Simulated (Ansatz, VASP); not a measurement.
**Sc: VASP beside Ansatz**

INCAR

```
  PREC = Accurate
  ENCUT = 520
  EDIFF = 1E-6
  ISMEAR = -1
  SIGMA = 0.03
  LREAL = False
  LASPH = True
  NELM = 80
  ALGO = Normal
  ISIF = 2
  LWAVE = False
  LCHARG = True
  GGA = CA
  LELF = True
  LVHAR = True
  NBANDS = 18
```

KPOINTS

```
Automatic mesh
0
Gamma
  13 13 7
```

The input POSCAR:

```
Sc
1.0
    3.3087978973      0.0000000000      0.0000000000
   -1.6543989486      2.8655030350      0.0000000000
    0.0000000000      0.0000000000      5.2153200000
Sc
2
Direct
    0.3333333333      0.6666666667      0.2500000000
    0.6666666667      0.3333333333      0.7500000000
```

Input for Ansatz:

```yaml
crystal:
  lattice:
    - [3.3087978973, 0.0, 0.0]
    - [-1.6543989486, 2.865503035, 0.0]
    - [0.0, 0.0, 5.21532]
  atoms:
    - { symbol: Sc, position: [0.3333333333, 0.6666666667, 0.25] }
    - { symbol: Sc, position: [0.6666666667, 0.3333333333, 0.75] }
kpoints:
  mp_grid: { grid: [13, 13, 7] }
  band_path:
    path:
      - [0.0, 0.0, 0.0]
      - [0.5, 0.0, 0.0]
      - [0.3333333333, 0.3333333333, 0.0]
      - [0.0, 0.0, 0.0]
      - [0.0, 0.0, 0.5]
      - [0.5, 0.0, 0.5]
      - [0.3333333333, 0.3333333333, 0.5]
      - [0.0, 0.0, 0.5]
      - [0.5, 0.0, 0.5]
    npoints: 5
scf:
  occupations: { method: fermi_dirac, width: 0.03 }
hamiltonian:
  xc: lda
  pseudopotentials: { kind: all_electron, lapw: { basis_error: 0.0005 } }
output:
  forces: true
  stress: true
  eigenvalues: true
```

Change from the starting cell: zz strain of -1 %.

Alike in both runs: task single point; functional LDA; k mesh 13 × 13 × 7; occupations fermi-dirac, width 0.03 eV; no spin polarisation.

|  | VASP | Ansatz |
| --- | --- | --- |
| version | VASP 6.6.1 | Ansatz 0.2.0 |
| potentials or method | VASP PAW LDA potentials, release 64 (Sc_sv), cutoff 520 eV | all-electron LAPW, scalar-relativistic |

|  | VASP | Ansatz | Ansatz less VASP |
| --- | --- | --- | --- |
| pressure (GPa) | -4.8 | -4.9 | -0.03 |
| traceless stress, the component that is largest in VASP (GPa) | -0.84 | -0.84 | +0.001 |

LDA's correlation is that of Perdew and Zunger in VASP and of Perdew and Wang (1992) in Ansatz. Ansatz ran all-electron here, and VASP with PAW potentials.
